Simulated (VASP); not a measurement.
# K (Im-3m) in VASP: a series of runs

K is run at these levels: PBE, PBEsol+D3(BJ), PBEsol+D4, PBEsol; tasks: single point.

All numbers are computed with VASP 6.6.1; they aren't measurements. Logs are shortened: lines on timing, memory, paths and dates and some standing lists are left out, and cuts for length are marked.

## 1. The cell of the first run

Symmetry: Im-3m, No. 229, cubic system. Conventional cell: a = 5.395 Å, b = 5.395 Å, c = 5.395 Å, α = 90.00°, β = 90.00°, γ = 90.00°.

## 2. Single point, PBE

INCAR reads:

```
SYSTEM = K
PREC = Accurate
ENCUT = 520
EDIFF = 1E-6
ISMEAR = 0
SIGMA = 0.1
LREAL = .FALSE.
LASPH = .TRUE.
NELM = 100
ALGO = Normal
ISIF = 2
LWAVE = .FALSE.
LCHARG = .FALSE.
GGA = PE
NBANDS = 10
```

KPOINTS reads:

```
Automatic mesh
0
G
  11 11 11
  0 0 0
```

POSCAR reads:

```
K
1.0
   -2.6975585167      2.6975585167      2.6975585167
    2.6975585167     -2.6975585167      2.6975585167
    2.6975585167      2.6975585167     -2.6975585167
K
1
Direct
    0.0000000000      0.0000000000      0.0000000000
```

Potentials or basis: VASP PAW PBE potentials, release 64 (K_sv).

Started as:

```bash
cat potpaw_PBE.64/K_sv/POTCAR > POTCAR
mpirun -np 1 vasp_std > vasp.out
```

OUTCAR:

```text
SYSTEM = K
   PREC = Accurate
   ENCUT = 520
   EDIFF = 1E-6
   ISMEAR = 0
   LREAL = .FALSE.
   LASPH = .TRUE.
   NELM = 100
   ISIF = 2
   GGA = PE

 ion  position               nearest neighbor table
   1  0.000  0.000  0.000-

  LATTYP: Found a body centered cubic cell.
 ALAT       =     5.3951170334

  Lattice vectors:

 A1 = (  -2.6975585167,   2.6975585167,   2.6975585167)
 A2 = (   2.6975585167,  -2.6975585167,   2.6975585167)
 A3 = (   2.6975585167,   2.6975585167,  -2.6975585167)

Analysis of symmetry for initial positions (statically):
=====================================================================
 Subroutine PRICEL returns:
 Original cell was already a primitive cell.

 Routine SETGRP: Setting up the symmetry group for a
 body centered cubic supercell.

 Subroutine GETGRP returns: Found 48 space group operations
 (whereof 48 operations were pure point group operations)
 out of a pool of 48 trial point group operations.

The static configuration has the point symmetry O_h .

Analysis of symmetry for dynamics (positions and initial velocities):
=====================================================================
 Subroutine PRICEL returns:
 Original cell was already a primitive cell.

 Routine SETGRP: Setting up the symmetry group for a
 body centered cubic supercell.

 Subroutine GETGRP returns: Found 48 space group operations
 (whereof 48 operations were pure point group operations)
 out of a pool of 48 trial point group operations.

The dynamic configuration has the point symmetry O_h .

 Subroutine INISYM returns: Found 48 space group operations
 (whereof 48 operations are pure point group operations),
 and found     1 'primitive' translations

----------------------------------------------------------------------------------------

                                     Primitive cell

  volume of cell :      78.5186

  direct lattice vectors                    reciprocal lattice vectors
    -2.697558517  2.697558517  2.697558517     0.000000000  0.185352791  0.185352791
     2.697558517 -2.697558517  2.697558517     0.185352791  0.000000000  0.185352791
     2.697558517  2.697558517 -2.697558517     0.185352791  0.185352791  0.000000000

  length of vectors
     4.672308407  4.672308407  4.672308407     0.262128431  0.262128431  0.262128431

  position of ions in fractional coordinates (direct lattice)
     0.000000000  0.000000000  0.000000000

  ion indices of the primitive-cell ions
   primitive index   ion index
                 1           1

----------------------------------------------------------------------------------------

 KPOINTS: Automatic mesh

Automatic generation of k-mesh.
 Grid dimensions read from file:
 generate k-points for:   11   11   11

 Generating k-lattice:

  Cartesian coordinates                     Fractional coordinates (reciprocal lattice)
     0.000000000  0.016850254  0.016850254     0.090909091  0.000000000  0.000000000
     0.016850254  0.000000000  0.016850254     0.000000000  0.090909091  0.000000000
     0.016850254  0.016850254  0.000000000     0.000000000  0.000000000  0.090909091

  Length of vectors
     0.023829857  0.023829857  0.023829857

  Shift w.r.t. Gamma in fractional coordinates (k-lattice)
     0.000000000  0.000000000  0.000000000

 Subroutine IBZKPT returns following result:
 ===========================================

 Found     56 irreducible k-points:

 Following reciprocal coordinates:
            Coordinates               Weight
  0.000000  0.000000  0.000000      1.000000
  0.090909  0.000000  0.000000     12.000000
  0.181818  0.000000  0.000000     12.000000
  0.272727  0.000000  0.000000     12.000000
  0.363636  0.000000  0.000000     12.000000
  0.454545  0.000000  0.000000     12.000000
[... 16 lines left out ...]
  0.272727  0.181818  0.090909     48.000000
  0.363636  0.181818  0.090909     24.000000
 [... further k-points ...]
   k-points           NKPTS =     56   k-points in BZ     NKDIM =     56   number of bands    NBANDS=     10
   number of dos      NEDOS =    301   number of ions     NIONS =      1
   total plane-waves  NPLWV =  46656
   dimension x,y,z NGX =    36 NGY =   36 NGZ =   36
   dimension x,y,z NGXF=    72 NGYF=   72 NGZF=   72
   ions per type =               1
   NGX,Y,Z   is equivalent  to a cutoff of  12.81, 12.81, 12.81 a.u.
   NGXF,Y,Z  is equivalent  to a cutoff of  25.62, 25.62, 25.62 a.u.
 SYSTEM =  K
   PREC   = accura    normal or accurate (medium, high low for compatibility)
   ISTART =      0    job   : 0-new  1-cont  2-samecut
   ICHARG =      2    charge: 1-file 2-atom 10-const
   ISPIN  =      1    spin polarized calculation?
   LNONCOLLINEAR =      F non collinear calculations
   LSORBIT =      F    spin-orbit coupling
   LASPH  =      T    aspherical Exc in radial PAW
   ENCUT  =  520.0 eV  38.22 Ry    6.18 a.u.   8.69  8.69  8.69*2*pi/ulx,y,z
   NELM   =    100;   NELMIN=  2; NELMDL= -5     # of ELM steps
   EDIFF  = 0.1E-05   stopping-criterion for ELM
   LREAL  =      F    real-space projection
[... 7 lines left out ...]
   TEBEG  =    0.0;   TEEND  =   0.0 temperature during run
   PSTRESS=    0.0 pullay stress
   NELECT =       9.0000    total number of electrons
   NUPDOWN=      -1.0000    fix difference up-down
   EMIN   =  10.00;   EMAX   =-10.00  energy-range for DOS
   EFERMI =   0.00;   METHOD = LEGACY
   ISMEAR =     0;   SIGMA  =   0.10  broadening in eV -4-tet -1-fermi 0-gaus
   EFERMI_NEDOS =   21; number of points for ismear=-14 and -15
   IALGO  =     38    algorithm
   IMIX   =      4    mixing-type and parameters
     AMIX     =   0.40;   BMIX     =  1.00
     AMIX_MAG =   1.60;   BMIX_MAG =  1.00
  volume/ion in A,a.u.               =      78.52       529.87
  Fermi-wavevector in a.u.,A,eV,Ry     =   0.795240  1.502785  8.604411  0.632406
  Thomas-Fermi vector in A             =   1.901529
   LORBIT       =      0    0 simple, 1 ext, 2 COOP (PROOUT), +10 PAW based schemes
   GGA     = PE    functional components
   LHFCALC =     F    Hartree Fock is set to
   AEXX    =    0.0000 exact exchange contribution
   IVDW    =     0    specifies the selected vdW correction
   LEPSILON=     F    determine dielectric tensor
   LRPA    =     F    only Hartree local field effects (RPA)
 non-spin polarized calculation
 Gauss-broadening in eV      SIGMA  =   0.10
  energy-cutoff  :      520.00
  volume of cell :       78.52
 maximum number of plane-waves:      2137
   NGX = 17   NGY = 17   NGZ = 17

 number of electron       8.9999999 magnetization

 Free energy of the ion-electron system (eV)
  ---------------------------------------------------
  ext. energy  EPLUGINS =         0.00000000
  ---------------------------------------------------
  free energy    TOTEN  =        -1.04744168 eV

  energy without entropy =       -1.04429514  energy(sigma->0) =       -1.04586841

 E-fermi :  -0.2303     XC(G=0):  -5.4965

 val. band max:       -0.2693689390   @ k =  -0.3636   0.4545   0.0909
 cond. band min:      -0.1808398831   @ k =   0.1818   0.1818   0.1818
 fundamental gap:      0.0885290559
 Fermi energy:        -0.2303329298

 k-point     1 :       0.0000    0.0000    0.0000
  band No.  band energies     occupation
      1     -32.4321      2.00000
      2     -15.8856      2.00000
      3     -15.8856      2.00000
      4     -15.8856      2.00000
      5      -2.3230      2.00000
      6       3.9693      0.00000
      7       3.9693      0.00000
      8       3.9693      0.00000
      9       4.8397      0.00000
     10       4.8397      0.00000

 k-point     2 :       0.0909    0.0000    0.0000
  band No.  band energies     occupation
      1     -32.4319      2.00000
      2     -15.8899      2.00000
      3     -15.8870      2.00000
      4     -15.8856      2.00000
      5      -2.2256      2.00000
      6       3.8108      0.00000
      7       3.8403      0.00000
      8       4.0441      0.00000
      9       4.6701      0.00000
     10       4.8123      0.00000

 k-point     3 :       0.1818    0.0000    0.0000
  band No.  band energies     occupation
      1     -32.4313      2.00000
      2     -15.9013      2.00000
      3     -15.8909      2.00000
      4     -15.8855      2.00000
      5      -1.9378      2.00000
      6       3.2226      0.00000
      7       3.5511      0.00000
      8       4.2660      0.00000
      9       4.6090      0.00000
     10       4.7743      0.00000

 k-point     4 :       0.2727    0.0000    0.0000
  band No.  band energies     occupation
      1     -32.4304      2.00000
      2     -15.9161      2.00000
      3     -15.8960      2.00000
      4     -15.8855      2.00000
      5      -1.4735      2.00000
      6       2.4209      0.00000
      7       3.2494      0.00000
      8       4.6268      0.00000
      9       4.6718      0.00000
     10       4.8003      0.00000
[... 222 lines left out ...]
 k-point    22 :       0.1818    0.1818    0.0909
  band No.  band energies     occupation
      1     -32.4297      2.00000
      2     -15.9265      2.00000
      3     -15.8988      2.00000
      4     -15.8922      2.00000
      5      -0.7640      2.00000
      6       2.0171      0.00000
      7       2.2974      0.00000
      8       4.1551      0.00000
      9       4.9863      0.00000
     10       5.2249      0.00000

 k-point    23 :       0.2727    0.1818    0.0909
  band No.  band energies     occupation
      1     -32.4292      2.00000
      2     -15.9290      2.00000
      3     -15.9059      2.00000
      4     -15.8933      2.00000
      5      -0.1031      0.07187
      6       1.3922      0.00000
      7       2.0500      0.00000
      8       3.7752      0.00000
      9       5.1111      0.00000
     10       5.3512      0.00000

 k-point    24 :       0.3636    0.1818    0.0909
  band No.  band energies     occupation
      1     -32.4291      2.00000
      2     -15.9290      2.00000
      3     -15.9095      2.00000
      4     -15.8936      2.00000
      5       0.6407      0.00000
      6       0.6446      0.00000
      7       1.9798      0.00000
      8       3.6227      0.00000
      9       5.2026      0.00000
     10       5.3605      0.00000

 [... further k-points ...]

------------------------ aborting loop because EDIFF is reached ----------------------------------------

  FORCE on cell =-STRESS in cart. coord.  units (eV):
  Direction    XX          YY          ZZ          XY          YZ          ZX
  --------------------------------------------------------------------------------------
  -------------------------------------------------------------------------------------
  Total       -0.1040516     -0.1040516     -0.1040516      0.0000000     -0.0000000      0.0000000
  in kB       -2.1231801     -2.1231801     -2.1231801      0.0000000     -0.0000000      0.0000000
  external PRESSURE =      -2.1231801 kB  Pullay stress =       0.0000000 kB

 VOLUME and BASIS-vectors are now :
 -----------------------------------------------------------------------------
  energy-cutoff  :      520.00
  volume of cell :       78.52
      direct lattice vectors                 reciprocal lattice vectors
    -2.697558517  2.697558517  2.697558517     0.000000000  0.185352791  0.185352791
     2.697558517 -2.697558517  2.697558517     0.185352791  0.000000000  0.185352791
     2.697558517  2.697558517 -2.697558517     0.185352791  0.185352791  0.000000000

 POSITION                                       TOTAL-FORCE (eV/Angst)
 -----------------------------------------------------------------------------------
      0.00000      0.00000      0.00000        -0.000000      0.000000      0.000000
 -----------------------------------------------------------------------------------
    total drift:                               -0.000000      0.000000      0.000000

  FREE ENERGIE OF THE ION-ELECTRON SYSTEM (eV)
  ---------------------------------------------------
  free  energy   TOTEN  =        -1.0474416755 eV

  energy  without entropy=       -1.0442951442  energy(sigma->0) =       -1.04586841
```

Wall time 25 s (1 thread of Intel Xeon 6975P-C, shared host); peak memory 0.22 GiB.

What came out:

| Quantity | Value |
| --- | --- |
| Free energy | -1.0474 eV |
| Pressure | -0.2 GPa |

## 3. Single point, PBEsol+D3(BJ)

This run uses another cell than the first one, of 65.28 Å³/atom, 0.831 times its volume.

INCAR reads:

```
SYSTEM = K
PREC = Accurate
ENCUT = 520
EDIFF = 1E-6
ISMEAR = -1
SIGMA = 0.05
LREAL = .FALSE.
LASPH = .TRUE.
NELM = 80
ALGO = Fast
ISIF = 2
LWAVE = .FALSE.
LCHARG = .FALSE.
GGA = PS
IVDW = 12
NBANDS = 10
```

KPOINTS reads:

```
Automatic mesh
0
G
  7 7 7
  0 0 0
```

POSCAR reads:

```
K
1.0
   -2.5365735185      2.5365735185      2.5365735185
    2.5365735185     -2.5365735185      2.5365735185
    2.5365735185      2.5365735185     -2.5365735185
K
1
Direct
    0.0000000000      0.0000000000      0.0000000000
```

Potentials or basis: VASP PAW PBE potentials, release 64 (K_sv).

Started as:

```bash
cat potpaw_PBE.64/K_sv/POTCAR > POTCAR
mpirun -np 1 vasp_std > vasp.out
```

It took 17 s on 1 thread of AMD EPYC 7R13 (Zen 3), shared host; peak memory 0.17 GiB.

It converged, with:

```yaml
Free_energy: -1.2716 eV
Pressure: 0.0 GPa
Dispersion_energy_per_atom: -0.139 eV
```

Levels at points of the mesh, in eV from the Fermi level:
```
           k point  band 3  band 4  band 5  band 6  band 7  band 8
(0.00, 0.00, 0.00)  -15.41  -15.41   -2.32    4.42    4.42    4.42
```

Caveat: the PAW data sets were made with another functional, which shifts forces and pressure a little; pairwise dispersion overbinds metals, which lowers pressure and volume.

## 4. Single point, PBEsol+D3(BJ)

This run uses another cell than the first one, of 65.58 Å³/atom, 0.835 times its volume.

INCAR reads:

```
PREC = Accurate
ENCUT = 520
EDIFF = 1E-6
ISMEAR = -1
SIGMA = 0.05
LREAL = False
LASPH = True
NELM = 60
ALGO = Normal
ISIF = 2
LWAVE = False
LCHARG = False
GGA = PS
IVDW = 12
NBANDS = 10
```

KPOINTS reads:

```
Automatic mesh
0
Gamma
  7 7 7
```

POSCAR reads:

```
K
1.0
   -2.5404434867      2.5404434867      2.5404434867
    2.5404434867     -2.5404434867      2.5404434867
    2.5404434867      2.5404434867     -2.5404434867
K
1
Direct
    0.0000000000      0.0000000000      0.0000000000
```

Started as:

```bash
cat potpaw_PBE.64/K_sv/POTCAR > POTCAR
mpirun -np 1 vasp_std > vasp.out
```

Run time: 20 s. Hardware: 1 thread of AMD EPYC 7R13 (Zen 3), shared host; peak memory 0.17 GiB.

The run converged. Its results:

- Free energy: -1.2716 eV
- Pressure: 0.0 GPa
- Dispersion energy per atom: -0.138 eV

Levels at points of the mesh, in eV from the Fermi level:
| k point | band 2 | band 3 | band 4 | band 5 | band 6 | band 7 | band 8 | band 9 |
| --- | --- | --- | --- | --- | --- | --- | --- | --- |
| (0.00, 0.00, 0.00) | -15.41 | -15.41 | -15.41 | -2.31 | 4.42 | 4.42 | 4.42 | 5.41 |

Caveat: three body term missing; the PAW data sets were made with another functional, which shifts forces and pressure a little; pairwise dispersion overbinds metals, which lowers pressure and volume.

## 5. Single point, PBEsol+D4

This run uses another cell than the first one, of 69.99 Å³/atom, 0.891 times its volume.

INCAR reads:

```
PREC     = Accurate       # precision mode
ENCUT    = 520            # plane-wave cutoff, eV
EDIFF    = 1E-6           # SCF threshold, eV
ISMEAR   = -1             # smearing method
SIGMA    = 0.05           # smearing width, eV
LREAL    = False          # projectors in reciprocal space
LASPH    = True           # aspherical terms in the spheres
NELM     = 80             # most SCF steps
ALGO     = Normal         # electronic algorithm
ISIF     = 2              # what is computed and relaxed
LWAVE    = False          # write WAVECAR
LCHARG   = True           # write CHGCAR
GGA      = PS             # functional
IVDW     = 13             # dispersion correction
LELF     = True           # ELF
LVHAR    = True         
NBANDS   = 10             # bands
```

KPOINTS reads:

```
regular mesh
0
Gamma
  7 7 7
```

POSCAR reads:

```
K
1.0
   -2.5961572540      2.5961572540      2.5961572540
    2.5961572540     -2.5961572540      2.5961572540
    2.5961572540      2.5961572540     -2.5961572540
K
1
Direct
    0.0000000000      0.0000000000      0.0000000000
```

Started as:

```bash
cat potpaw_PBE.64/K_sv/POTCAR > POTCAR
mpirun -np 1 vasp_std > vasp.out
```

Wall time 14 s (1 thread of AMD EPYC 7R13 (Zen 3), shared host); peak memory 0.16 GiB.

Results (log left out):

```
Free energy                : -1.1790 eV
Pressure                   : 0.0 GPa
Dispersion energy per atom : -0.041 eV
```

Levels at points of the mesh, in eV from the Fermi level:
```tsv
k point	band 1	band 2	band 3	band 4	band 5	band 6	band 7	band 8	band 9	band 10
(0.00, 0.00, 0.00)	-31.95	-15.46	-15.46	-15.46	-2.22	4.36	4.36	4.36	5.31	5.31
```

Caveat: the PAW data sets were made with another functional, which shifts forces and pressure a little; pairwise dispersion overbinds metals, which lowers pressure and volume.

## 6. Single point, PBEsol

This run uses another cell than the first one, of 70.96 Å³/atom, 0.904 times its volume.

INCAR reads:

```
SYSTEM = K
PREC = Accurate
ENCUT = 520
EDIFF = 1E-6
ISMEAR = -1
SIGMA = 0.05
LREAL = .False.
LASPH = .True.
NELM = 100
ALGO = Fast
ISIF = 2
LWAVE = .False.
LCHARG = .True.
GGA = PS
LELF = .True.
LVHAR = .True.
NBANDS = 10
```

KPOINTS reads:

```
Automatic mesh
0
Gamma
  7 7 7
  0 0 0
```

POSCAR reads:

```
K
1.0
   -2.6080288539      2.6080288539      2.6080288539
    2.6080288539     -2.6080288539      2.6080288539
    2.6080288539      2.6080288539     -2.6080288539
K
1
Direct
    0.0000000000      0.0000000000      0.0000000000
```

Potentials or basis: VASP PAW PBE potentials, release 64 (K_sv).

Started as:

```bash
cat potpaw_PBE.64/K_sv/POTCAR > POTCAR
mpirun -np 1 vasp_std > vasp.out
```

Run time: 16 s. Hardware: 1 thread of AMD EPYC 7R13 (Zen 3), shared host; peak memory 0.16 GiB.

It converged, with:

- Free energy: -1.1384 eV
- Pressure: 0.0 GPa

Levels at points of the mesh, in eV from the Fermi level:
```csv
k point,band 3,band 4,band 5,band 6,band 7,band 8
"(0.00, 0.00, 0.00)",-15.47,-15.47,-2.20,4.34,4.34,4.34
```

Caveat: the PAW data sets were made with another functional, which shifts forces and pressure a little.

## 7. Overview

```csv
level,cell,k mesh,smearing,gap on the mesh (eV),pressure (GPa)
PBE,"a = 4.672 Å, angles 109.5°, 1 atom",11 × 11 × 11,gaussian 0.1 eV,none,-0.2
PBEsol+D3(BJ),"a = 4.393 Å, angles 109.5°, 1 atom",7 × 7 × 7,fermi-dirac 0.05 eV,none,0.0
PBEsol+D3(BJ),"a = 4.400 Å, angles 109.5°, 1 atom",7 × 7 × 7,fermi-dirac 0.05 eV,none,0.0
PBEsol+D4,"a = 4.497 Å, angles 109.5°, 1 atom",7 × 7 × 7,fermi-dirac 0.05 eV,none,0.0
PBEsol,"a = 4.517 Å, angles 109.5°, 1 atom",7 × 7 × 7,fermi-dirac 0.05 eV,none,0.0
```

Alike in all rows: task single point; potentials or basis VASP PAW PBE potentials, release 64 (K_sv); no spin polarisation; cutoff (eV) 520.

Caveats: the PAW data sets were made with another functional, which shifts forces and pressure a little (some runs); pairwise dispersion overbinds metals, which lowers pressure and volume (some runs); three body term missing (some runs).

Absolute energies hang on the potentials; compare differences alone.
